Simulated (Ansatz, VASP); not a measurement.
## Two plane-wave programs on Mo2SeS3

```xyz
6
Lattice="3.1528 0.0000 0.0000 -1.5764 2.7304 0.0000 0.0000 0.0000 12.2457" Properties=species:S:1:pos:R:3 pbc="T T T"
Mo    1.5764    0.9101    3.0273
Mo    0.0000    1.8203    9.2778
Se    1.5764    0.9101    7.5723
S     0.0000    1.8203    4.5704
S     1.5764    0.9101   10.8079
S     0.0000    1.8203    1.4816
```

Alike in both runs: task relaxation of cell and atoms; functional LDA; k mesh 12 × 12 × 4; occupations gaussian, width 0.02 eV; no spin polarisation.

|  | VASP | Ansatz |
| --- | --- | --- |
| version | VASP 6.6.1 | Ansatz 0.2.0 |
| potentials or method | VASP PAW LDA potentials, release 64 (Mo_sv, Se, S), cutoff 600 eV | scalar-relativistic, plane waves, PAW |
| valence electrons in the cell | 52 | 62 |

Ansatz gave:

```
gap on the k mesh at the Fermi level, each at its own relaxed structure (eV) : 0.67
relaxed volume (Å³/atom)                                                     : 17.56
relaxed cell length with the largest relative difference (Å)                 : 3.153
```

Q: Which values does VASP return?

A: gap on the k mesh at the Fermi level, each at its own relaxed structure (eV): 0.67; relaxed volume (Å³/atom): 17.58; relaxed cell length with the largest relative difference (Å): 3.155.

LDA's correlation is that of Perdew and Zunger in VASP and of Perdew and Wang (1992) in Ansatz. VASP's potentials hold 52 valence electrons a cell and Ansatz's 62, so a difference there can come from the potentials and not from the codes.
